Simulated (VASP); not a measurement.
TaN, 2 atoms in the cell. It takes space group P-6m2 (No. 187, hexagonal). Conventional cell: a = 2.938 Å, b = 2.938 Å, c = 2.883 Å, α = 90.00°, β = 90.00°, γ = 120.00°. Within 2.9 Å of Ta (site symmetry -6m2) lie 6 N at 2.23 Å and 2 Ta at 2.88 Å. N (site symmetry -6m2) has 6 Ta at 2.23 Å and 2 N at 2.88 Å within 2.9 Å. 

```yaml
Program: VASP 6.6.1
Task: single point
Functional: PBE
Potentials_or_basis: VASP PAW PBE potentials, release 64 (Ta_pv, N)
Cutoff: 520 eV
k_mesh: 12 × 12 × 10
Occupations: fermi-dirac, width 0.28 eV
Spin: no spin polarisation
Dipole_correction: no
Further_INCAR_settings: ALGO = Normal; EDIFF = 1e-06; NBANDS = 15
```

Potentials or basis: VASP PAW PBE potentials, release 64 (Ta_pv, N).

Launch:

```bash
$ cat potpaw_PBE.64/Ta_pv/POTCAR potpaw_PBE.64/N/POTCAR > POTCAR
$ mpirun -np 1 vasp_std > vasp.out
```

Hardware: 1 thread of Intel(R) Xeon(R) Platinum 8375C CPU @ 2.90GHz (Ice Lake), on a shared host.

Problem. How long does it take, and how much memory?

Solution. It took 16 s on 1 thread of Intel(R) Xeon(R) Platinum 8375C CPU @ 2.90GHz (Ice Lake), with other jobs on the host, peak memory 0.16 GiB. Counts: scf iterations 13, k points 114.
